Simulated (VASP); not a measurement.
# CaTa (Pm-3m) in VASP: notebook, part 2 of 2

VASP 6.6.1.

### 5 Single point, PBE

This run uses another cell than the first one, of 24.45 Å³/atom.

Input file INCAR:

```
SYSTEM = CaTa
PREC = Accurate
ENCUT = 520
EDIFF = 1E-6
ISMEAR = 0
SIGMA = 0.1
LREAL = .FALSE.
LASPH = .TRUE.
NELM = 100
ALGO = Fast
ISIF = 2
LWAVE = .FALSE.
LCHARG = .FALSE.
GGA = PE
NBANDS = 18
```

Input file KPOINTS:

```
regular mesh
0
G
  16 16 16
  0 0 0
```

Input file POSCAR:

```
CaTa
1.0
    3.6566445481      0.0000000000      0.0000000000
    0.0000000000      3.6566445481      0.0000000000
    0.0000000000      0.0000000000      3.6566445481
Ca Ta
1 1
Direct
    0.0000000000      0.0000000000      0.0000000000
    0.5000000000      0.5000000000      0.5000000000
```

Potentials or basis: VASP PAW PBE potentials, release 64 (Ca_sv, Ta_pv).

Run with:

```console
$ cat potpaw_PBE.64/Ca_sv/POTCAR potpaw_PBE.64/Ta_pv/POTCAR > POTCAR
$ mpirun -np 1 vasp_std > vasp.out
```

OUTCAR:

```text
SYSTEM = CaTa
   PREC = Accurate
   ENCUT = 520
   EDIFF = 1E-6
   ISMEAR = 0
   LREAL = .FALSE.
   LASPH = .TRUE.
   NELM = 100
   ISIF = 2
   GGA = PE

 ion  position               nearest neighbor table
   1  0.000  0.000  0.000-   2 3.17   2 3.17   2 3.17   2 3.17   2 3.17   2 3.17   2 3.17   2 3.17

   2  0.500  0.500  0.500-   1 3.17   1 3.17   1 3.17   1 3.17   1 3.17   1 3.17   1 3.17   1 3.17

  LATTYP: Found a simple cubic cell.
 ALAT       =     3.6566445481

  Lattice vectors:

 A1 = (   3.6566445481,   0.0000000000,   0.0000000000)
 A2 = (   0.0000000000,   3.6566445481,   0.0000000000)
 A3 = (   0.0000000000,   0.0000000000,   3.6566445481)

Analysis of symmetry for initial positions (statically):
=====================================================================
 Subroutine PRICEL returns:
 Original cell was already a primitive cell.

 Routine SETGRP: Setting up the symmetry group for a
 simple cubic supercell.

 Subroutine GETGRP returns: Found 48 space group operations
 (whereof 48 operations were pure point group operations)
 out of a pool of 48 trial point group operations.

The static configuration has the point symmetry O_h .

Analysis of symmetry for dynamics (positions and initial velocities):
=====================================================================
 Subroutine PRICEL returns:
 Original cell was already a primitive cell.

 Routine SETGRP: Setting up the symmetry group for a
 simple cubic supercell.

 Subroutine GETGRP returns: Found 48 space group operations
 (whereof 48 operations were pure point group operations)
 out of a pool of 48 trial point group operations.

The dynamic configuration has the point symmetry O_h .

 Subroutine INISYM returns: Found 48 space group operations
 (whereof 48 operations are pure point group operations),
 and found     1 'primitive' translations

----------------------------------------------------------------------------------------

                                     Primitive cell

  volume of cell :      48.8932

  direct lattice vectors                    reciprocal lattice vectors
     3.656644548  0.000000000  0.000000000     0.273474763  0.000000000  0.000000000
     0.000000000  3.656644548  0.000000000     0.000000000  0.273474763  0.000000000
     0.000000000  0.000000000  3.656644548     0.000000000  0.000000000  0.273474763

  length of vectors
     3.656644548  3.656644548  3.656644548     0.273474763  0.273474763  0.273474763

  position of ions in fractional coordinates (direct lattice)
     0.000000000  0.000000000  0.000000000
     0.500000000  0.500000000  0.500000000

  ion indices of the primitive-cell ions
   primitive index   ion index
                 1           1
                 2           2

----------------------------------------------------------------------------------------

 KPOINTS: regular mesh

Automatic generation of k-mesh.
 Grid dimensions read from file:
 generate k-points for:   16   16   16

 Generating k-lattice:

  Cartesian coordinates                     Fractional coordinates (reciprocal lattice)
     0.017092173  0.000000000  0.000000000     0.062500000  0.000000000  0.000000000
     0.000000000  0.017092173  0.000000000     0.000000000  0.062500000  0.000000000
     0.000000000  0.000000000  0.017092173     0.000000000  0.000000000  0.062500000

  Length of vectors
     0.017092173  0.017092173  0.017092173

  Shift w.r.t. Gamma in fractional coordinates (k-lattice)
     0.000000000  0.000000000  0.000000000

 Subroutine IBZKPT returns following result:
 ===========================================

 Found    165 irreducible k-points:

 Following reciprocal coordinates:
            Coordinates               Weight
  0.000000  0.000000  0.000000      1.000000
  0.062500  0.000000  0.000000      6.000000
  0.125000  0.000000  0.000000      6.000000
  0.187500  0.000000  0.000000      6.000000
  0.250000  0.000000  0.000000      6.000000
  0.312500  0.000000  0.000000      6.000000
[... 16 lines left out ...]
  0.437500  0.125000  0.000000     24.000000
  0.500000  0.125000  0.000000     12.000000
 [... further k-points ...]
   k-points           NKPTS =    165   k-points in BZ     NKDIM =    165   number of bands    NBANDS=     18
   number of dos      NEDOS =    301   number of ions     NIONS =      2
   total plane-waves  NPLWV =  21952
   dimension x,y,z NGX =    28 NGY =   28 NGZ =   28
   dimension x,y,z NGXF=    56 NGYF=   56 NGZF=   56
   ions per type =               1   1
   NGX,Y,Z   is equivalent  to a cutoff of  12.73, 12.73, 12.73 a.u.
   NGXF,Y,Z  is equivalent  to a cutoff of  25.46, 25.46, 25.46 a.u.
 SYSTEM =  CaTa
   PREC   = accura    normal or accurate (medium, high low for compatibility)
   ISTART =      0    job   : 0-new  1-cont  2-samecut
   ICHARG =      2    charge: 1-file 2-atom 10-const
   ISPIN  =      1    spin polarized calculation?
   LNONCOLLINEAR =      F non collinear calculations
   LSORBIT =      F    spin-orbit coupling
   LASPH  =      T    aspherical Exc in radial PAW
   ENCUT  =  520.0 eV  38.22 Ry    6.18 a.u.   6.80  6.80  6.80*2*pi/ulx,y,z
   NELM   =    100;   NELMIN=  2; NELMDL= -5     # of ELM steps
   EDIFF  = 0.1E-05   stopping-criterion for ELM
   LREAL  =      F    real-space projection
[... 7 lines left out ...]
   TEBEG  =    0.0;   TEEND  =   0.0 temperature during run
   PSTRESS=    0.0 pullay stress
   NELECT =      21.0000    total number of electrons
   NUPDOWN=      -1.0000    fix difference up-down
   EMIN   =  10.00;   EMAX   =-10.00  energy-range for DOS
   EFERMI =   0.00;   METHOD = LEGACY
   ISMEAR =     0;   SIGMA  =   0.10  broadening in eV -4-tet -1-fermi 0-gaus
   EFERMI_NEDOS =   21; number of points for ismear=-14 and -15
   IALGO  =     68    algorithm
   IMIX   =      4    mixing-type and parameters
     AMIX     =   0.40;   BMIX     =  1.00
     AMIX_MAG =   1.60;   BMIX_MAG =  1.00
  volume/ion in A,a.u.               =      24.45       164.97
  Fermi-wavevector in a.u.,A,eV,Ry     =   1.235185  2.334160 20.758148  1.525681
  Thomas-Fermi vector in A             =   2.369844
   LORBIT       =      0    0 simple, 1 ext, 2 COOP (PROOUT), +10 PAW based schemes
   GGA     = PE    functional components
   LHFCALC =     F    Hartree Fock is set to
   AEXX    =    0.0000 exact exchange contribution
   IVDW    =     0    specifies the selected vdW correction
   LEPSILON=     F    determine dielectric tensor
   LRPA    =     F    only Hartree local field effects (RPA)
 non-spin polarized calculation
 RMM-DIIS sequential band-by-band and
 Gauss-broadening in eV      SIGMA  =   0.10
  energy-cutoff  :      520.00
  volume of cell :       48.89
 maximum number of plane-waves:      1357
 NGX is ok and might be reduce to    28
   NGX = 13   NGY = 13   NGZ = 13

 number of electron      21.0000004 magnetization

 Free energy of the ion-electron system (eV)
  ---------------------------------------------------
  ext. energy  EPLUGINS =         0.00000000
  ---------------------------------------------------
  free energy    TOTEN  =       -11.05035196 eV

  energy without entropy =      -11.03278234  energy(sigma->0) =      -11.04156715

 E-fermi :   3.8266     XC(G=0): -10.3763

 val. band max:        3.8257673147   @ k =   0.4375   0.4375   0.0000
 cond. band min:       3.8310427147   @ k =   0.3125   0.3125   0.1250
 fundamental gap:      0.0052754000
 Fermi energy:         3.8265512091

 k-point     1 :       0.0000    0.0000    0.0000
  band No.  band energies     occupation
      1     -35.9690      2.00000
      2     -30.8879      2.00000
      3     -30.8879      2.00000
      4     -30.8879      2.00000
      5     -16.9909      2.00000
      6     -16.9909      2.00000
[... 10 lines left out ...]
     17      10.3784      0.00000
     18      10.4333      0.00000

 k-point     2 :       0.0625    0.0000    0.0000
  band No.  band energies     occupation
      1     -35.9686      2.00000
      2     -30.8900      2.00000
      3     -30.8877      2.00000
      4     -30.8877      2.00000
      5     -16.9989      2.00000
      6     -16.9906      2.00000
[... 10 lines left out ...]
     17       9.8100      0.00000
     18      10.3399      0.00000
[... 442 lines left out ...]
 k-point    24 :       0.5000    0.1250    0.0000
  band No.  band energies     occupation
      1     -35.9566      2.00000
      2     -30.9437      2.00000
      3     -30.8913      2.00000
      4     -30.8811      2.00000
      5     -17.1881      2.00000
      6     -17.0085      2.00000
[... 10 lines left out ...]
     17       8.0996      0.00000
     18       9.4899      0.00000

 [... further k-points ...]
[... 5 lines left out ...]
  --------------------------------------------------------------------------------------
  -------------------------------------------------------------------------------------
  Total        0.0226100      0.0226100      0.0226100     -0.0000000      0.0000000     -0.0000000
  in kB        0.7409069      0.7409069      0.7409069     -0.0000000      0.0000000     -0.0000000
  external PRESSURE =       0.7409069 kB  Pullay stress =       0.0000000 kB

 VOLUME and BASIS-vectors are now :
 -----------------------------------------------------------------------------
  energy-cutoff  :      520.00
  volume of cell :       48.89
      direct lattice vectors                 reciprocal lattice vectors
     3.656644548  0.000000000  0.000000000     0.273474763  0.000000000  0.000000000
     0.000000000  3.656644548  0.000000000     0.000000000  0.273474763  0.000000000
     0.000000000  0.000000000  3.656644548     0.000000000  0.000000000  0.273474763

 POSITION                                       TOTAL-FORCE (eV/Angst)
 -----------------------------------------------------------------------------------
      0.00000      0.00000      0.00000         0.000000      0.000000      0.000000
      1.82832      1.82832      1.82832         0.000000      0.000000      0.000000
 -----------------------------------------------------------------------------------
    total drift:                                0.000000      0.000000      0.000000

  FREE ENERGIE OF THE ION-ELECTRON SYSTEM (eV)
  ---------------------------------------------------
  free  energy   TOTEN  =       -11.0503519568 eV

  energy  without entropy=      -11.0327823445  energy(sigma->0) =      -11.04156715
```

Run time: 4.9 min. Hardware: 1 thread of Oxide Virtual Turin-like, shared host; peak memory 0.24 GiB.

What came out:

```
Free energy            : -11.0504 eV
Pressure               : 0.1 GPa
Band gap on the k mesh : zero (an odd number of electrons rules out a gap without spin polarisation)
```

Levels at points of the mesh, in eV from the Fermi level:
```
           k point  band 8  band 9  band 10  band 11  band 12  band 13
(0.00, 0.00, 0.00)   -5.82   -1.90    -1.90     1.28     1.28     1.28
(0.50, 0.00, 0.00)   -3.37   -1.75    -0.85     0.68     0.68     1.85
(0.50, 0.50, 0.00)   -2.77   -2.13    -0.09    -0.09     1.06     1.06
(0.50, 0.50, 0.50)   -0.90   -0.90    -0.90     0.61     0.61     0.61
```

Caveat: spin-orbit coupling is left out, which moves the levels of the heavy elements.

### 6 Relaxation of cell and atoms, PBE

This run uses another cell than the first one, of 24.82 Å³/atom.

Input file INCAR:

```
SYSTEM = CaTa
PREC     = Accurate       ! precision mode
ENCUT    = 600            ! plane-wave cutoff, eV
EDIFF    = 1E-7           ! SCF threshold, eV
ISMEAR   = 0              ! smearing method
SIGMA    = 0.1            ! smearing width, eV
LREAL    = .False.        ! projectors in reciprocal space
LASPH    = .True.         ! aspherical terms in the spheres
NELM     = 60             ! most SCF steps
ALGO     = Fast           ! electronic algorithm
ISIF     = 3              ! what is computed and relaxed
LWAVE    = .False.        ! write WAVECAR
LCHARG   = .False.        ! write CHGCAR
GGA      = PE             ! functional
IBRION   = 2              ! ionic algorithm
NSW      = 100            ! ionic steps
EDIFFG   = -0.01          ! ionic threshold
```

Input file KPOINTS:

```
Automatic mesh
0
Gamma
  16 16 16
  0 0 0
```

Input file POSCAR:

```
CaTa
1.0
    3.6753728606      0.0000000000      0.0000000000
    0.0000000000      3.6753728606      0.0000000000
    0.0000000000      0.0000000000      3.6753728606
Ca Ta
1 1
Direct
    0.0000000000      0.0000000000      0.0000000000
    0.5000000000      0.5000000000      0.5000000000
```

Potentials or basis: VASP PAW PBE potentials, release 64 (Ca_sv, Ta_pv).

Run with:

```console
$ cat potpaw_PBE.64/Ca_sv/POTCAR potpaw_PBE.64/Ta_pv/POTCAR > POTCAR
$ mpirun -np 1 vasp_std > vasp.out
```

Wall time 12 min (1 thread of Oxide Virtual Turin-like, shared host); peak memory 0.27 GiB.

The run converged. Its results:

* Free energy: -11.0509 eV
* Relaxed volume: 24.48 Å³/atom
* Relaxed cell: a = 3.658 Å, b = 3.658 Å, c = 3.658 Å, α = 90.00°, β = 90.00°, γ = 90.00°
* Space group after relaxing (to 0.1 Å): Pm-3m (No. 221)
* Energy gained by relaxing: 0.9 meV/atom
* Ionic steps: 3
* Pressure after relaxing: 0.0 GPa
* Band gap on the k mesh: zero (an odd number of electrons rules out a gap without spin polarisation)

Step by step:
```tsv
step	energy change (eV)	largest force (eV/Å)	pressure (GPa)	volume (Å³)
1	0.0000	0.0000	-0.81	49.65
2	-0.0016	0.0000	0.26	48.75
3	-0.0018	0.0000	0.01	48.96
```

Final structure:
```cif
data_structure
_symmetry_space_group_name_H-M 'P 1'
_symmetry_Int_Tables_number 1
_cell_length_a 3.6583
_cell_length_b 3.6583
_cell_length_c 3.6583
_cell_angle_alpha 90.000
_cell_angle_beta 90.000
_cell_angle_gamma 90.000
_cell_volume 48.96
loop_
_atom_site_label
_atom_site_type_symbol
_atom_site_fract_x
_atom_site_fract_y
_atom_site_fract_z
_atom_site_occupancy
Ca1 Ca 0.00000 0.00000 0.00000 1
Ta1 Ta 0.50000 0.50000 0.50000 1
```

Levels at points of the mesh, in eV from the Fermi level:
```
           k point  band 6  band 7  band 8  band 9  band 10  band 11  band 12  band 13  band 14
(0.00, 0.00, 0.00)  -20.82  -20.82   -5.81   -1.90    -1.90     1.28     1.28     1.28     4.59
(0.50, 0.00, 0.00)  -20.82  -20.82   -3.37   -1.75    -0.85     0.68     0.68     2.26     3.58
(0.50, 0.50, 0.00)  -20.97  -20.79   -2.77   -2.13    -0.09    -0.09     1.06     1.06     2.68
(0.50, 0.50, 0.50)  -20.97  -20.97   -0.90   -0.90    -0.90     0.61     0.61     0.61     2.93
```

Caveat: spin-orbit coupling is left out, which moves the levels of the heavy elements.

### 7 Summary

| task | cell | k mesh | cutoff (eV) | gap on the mesh (eV) | pressure (GPa) | relaxed volume (Å³/atom) |
| --- | --- | --- | --- | --- | --- | --- |
| single point | a = 3.586 Å, 2 atoms | 6 × 6 × 6 | 500 | none | 4.7 | - |
| single point | a = 3.675 Å, 2 atoms | 6 × 6 × 6 | 500 | none | -0.1 | - |
| relaxation of cell and atoms | relaxed from a = 3.586 Å, 2 atoms | 6 × 6 × 6 | 500 | none | 0.0 | 24.79 |
| single point | a = 3.657 Å, 2 atoms | 16 × 16 × 16 | 520 | none | 0.1 | - |
| relaxation of cell and atoms | relaxed from a = 3.675 Å, 2 atoms | 16 × 16 × 16 | 600 | none | 0.0 | 24.48 |

Alike in all rows: level PBE; potentials or basis VASP PAW PBE potentials, release 64 (Ca_sv, Ta_pv); no spin polarisation; smearing gaussian 0.1 eV.

Caveats: spin-orbit coupling is left out, which moves the levels of the heavy elements; the cell stands under pressure (at least some runs).

Absolute energies hang on the potentials; compare differences alone.
